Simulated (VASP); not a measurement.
## Al2Cu: single point with PBE

Crystal: Al2Cu.

```
Al Cu
1.0
    -1.99690    1.99690    2.84320
     1.99690   -1.99690    2.84320
     1.99690    1.99690   -2.84320
Al Cu
2 1
Cartesian
  0.0000 1.9969 1.4216
  1.9969 0.0000 1.4216
  0.0000 0.0000 2.8432
```

| Item | Value |
| --- | --- |
| Program | VASP 6.6.1 |
| Task | single point |
| Functional | PBE |
| Potentials or basis | VASP PAW PBE potentials, release 64 (Al, Cu) |
| Cutoff | 520 eV |
| k mesh | 14 × 14 × 14 |
| Occupations | gaussian, width 0.15 eV |
| Spin | no spin polarisation |

* Pressure: 6.9 GPa
* Band gap on the k mesh: zero (an odd number of electrons rules out a gap without spin polarisation)

Stress tensor (GPa, compression positive):
```
7.18 0.00 0.00
0.00 7.18 0.00
0.00 0.00 6.48
```

Levels at points of the mesh, in eV from the Fermi level:
```tsv
k point	band 5	band 6	band 7	band 8	band 9	band 10	band 11	band 12	band 13	band 14
(0.00, 0.00, 0.00)	-4.18	-4.17	2.90	2.95	2.95	3.03	3.03	3.10	4.72	7.05
(0.50, 0.00, 0.00)	-4.12	-4.11	-4.10	0.58	0.64	2.98	3.03	4.11	4.55	9.96
(0.50, 0.50, 0.00)	-4.22	-4.01	-3.86	-2.11	-2.06	0.48	1.51	9.13	10.95	11.18
(0.50, 0.50, 0.50)	-4.23	-4.00	-3.88	-2.04	-2.04	0.56	1.55	9.12	11.10	11.10
```

It took 6.2 min on 1 thread of Intel(R) Xeon(R) Platinum 8375C CPU @ 2.90GHz (Ice Lake) (shared host), peak memory 0.3 GiB.

Caveat: the cell stands under pressure.
